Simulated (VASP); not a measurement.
Input of a VASP 6.6.1 run:

File INCAR:

```
SYSTEM = NaGeI3
PREC = Accurate
ENCUT = 520
EDIFF = 1E-7
ISMEAR = -1
SIGMA = 0.02
LREAL = .False.
LASPH = .True.
NELM = 80
ALGO = Normal
ISIF = 2
LWAVE = .False.
LCHARG = .False.
GGA = PE
NBANDS = 29
```

File KPOINTS:

```
Automatic mesh
0
Gamma
  4 4 4
  0 0 0
```

File POSCAR:

```
NaGeI3
1.0
    5.6537047255      0.0000000000      0.0000000000
    0.0000000000      5.6537047255      0.0000000000
    0.0000000000      0.0000000000      5.9684650240
Na Ge I
1 1 3
Direct
    0.0000000000      0.0000000000      0.0000000000
    0.5000000000      0.5000000000      0.5000000000
    0.5000000000      0.5000000000      0.0000000000
    0.5000000000      0.0000000000      0.5000000000
    0.0000000000      0.5000000000      0.5000000000
```

Potentials or basis: VASP PAW PBE potentials, release 64 (Na_pv, Ge_d, I).

The run is started by

```console
$ cat potpaw_PBE.64/Na_pv/POTCAR potpaw_PBE.64/Ge_d/POTCAR potpaw_PBE.64/I/POTCAR > POTCAR
$ mpirun -np 1 vasp_std > vasp.out
```

What does it give for the pressure?

1.9 GPa.

Predict the band gap on the k mesh.

0.20 eV.

Stress tensor (GPa, compression positive):
```
2.73 0.00 0.00
0.00 2.73 0.00
0.00 0.00 0.37
```

Caveat: the cell differs from its parent crystal (epitaxial xy strain -4.0%); spin-orbit coupling is left out, which moves the levels of the heavy elements. A k mesh can miss the band edges.
